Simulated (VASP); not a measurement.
TaSb: single point with r2SCAN

Crystal: TaSb.

```
Ta Sb
1.0
     0.00000    3.14465    3.14465
     3.14465    0.00000    3.14465
     3.14465    3.14465    0.00000
Ta Sb
1 1
Cartesian
  0.0000 0.0000 0.0000
  1.5723 1.5723 1.5723
```

This cell differs from its parent crystal: volume scaled by 1.020.

```
Program                : VASP 6.6.1
Task                   : single point
Functional             : r2SCAN
Potentials or basis    : VASP PAW PBE potentials, release 64 (Ta_pv, Sb)
Cutoff                 : 520 eV
k mesh                 : 10 × 10 × 10
Occupations            : gaussian, width 0.05 eV
Spin                   : no spin polarisation
Dipole correction      : no
Further INCAR settings : ALGO = Normal; EDIFF = 1e-06; NBANDS = 15
```

* Pressure: -1.3 GPa
* Band gap on the k mesh: zero (band 8 reaches 4.71 eV, above the bottom of band 9 at 4.39 eV)

Levels at points of the mesh, in eV from the Fermi level:
```
           k point  band 4  band 5  band 6  band 7  band 8  band 9  band 10  band 11  band 12  band 13
(0.00, 0.00, 0.00)  -11.20   -3.20   -3.20   -3.20    0.12    0.12     2.68     5.50     5.50     5.50
(0.50, 0.00, 0.00)  -10.10   -4.70   -2.87   -2.87    0.14    0.36     0.36     2.83     2.83     4.10
(0.50, 0.50, 0.00)   -9.68   -5.04   -2.26   -2.26   -0.99   -0.07     0.68     1.08     1.08     6.30
```

It took 2.5 min on 1 thread of Intel(R) Xeon(R) Platinum 8375C CPU @ 2.90GHz (Ice Lake) (shared host), peak memory 0.24 GiB.

Caveat: the PAW data sets were made with another functional, which shifts forces and pressure a little; spin-orbit coupling is left out, which moves the levels of the heavy elements.
